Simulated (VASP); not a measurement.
The system is Ge.

```
Ge
1.0
     2.75080    0.00000    0.00000
     0.00000    2.75080    0.00000
     0.00000    0.00000    2.64521
Ge
1
Direct
  0.00000 0.00000 0.50000
```

The cell was generated, and may not be a known phase.

| Property | Result |
| --- | --- |
| Program | VASP 6.6.1 |
| Task | relaxation of cell and atoms |
| Functional | PBE |
| Potentials or basis | VASP PAW PBE potentials, release 64 (Ge_d) |
| Cutoff | 600 eV |
| k mesh | 20 × 20 × 20 |
| Occupations | gaussian, width 0.1 eV |
| Spin | no spin polarisation |

At the start: pressure -0.0 GPa; volume 20.02 Å³/atom.

Problem. How do energy, volume and symmetry change on relaxing?

Solution. Over 5 steps the energy falls by 5.8 meV/atom and the volume is 19.93 Å³/atom (-0.4 %); space group P4/mmm (No. 123, to 0.1 Å) before, Pm-3m (No. 221, to 0.1 Å).

Step by step:
| step | energy change (eV) | largest force (eV/Å) | pressure (GPa) | volume (Å³) |
| --- | --- | --- | --- | --- |
| 1 | 0.0000 | 0.0000 | -0.05 | 20.02 |
| 2 | -0.0045 | 0.0000 | -0.08 | 20.00 |
| 3 | -0.0058 | 0.0000 | -0.05 | 19.97 |
| 4 | -0.0058 | 0.0000 | -0.09 | 19.97 |
| 5 | -0.0058 | 0.0000 | 0.01 | 19.93 |

Final structure:
```cif
data_structure
_symmetry_space_group_name_H-M 'P 1'
_symmetry_Int_Tables_number 1
_cell_length_a 2.7113
_cell_length_b 2.7113
_cell_length_c 2.7118
_cell_angle_alpha 90.000
_cell_angle_beta 90.000
_cell_angle_gamma 90.000
_cell_volume 19.93
loop_
_atom_site_label
_atom_site_type_symbol
_atom_site_fract_x
_atom_site_fract_y
_atom_site_fract_z
_atom_site_occupancy
Ge1 Ge 0.00000 0.00000 0.50000 1
```
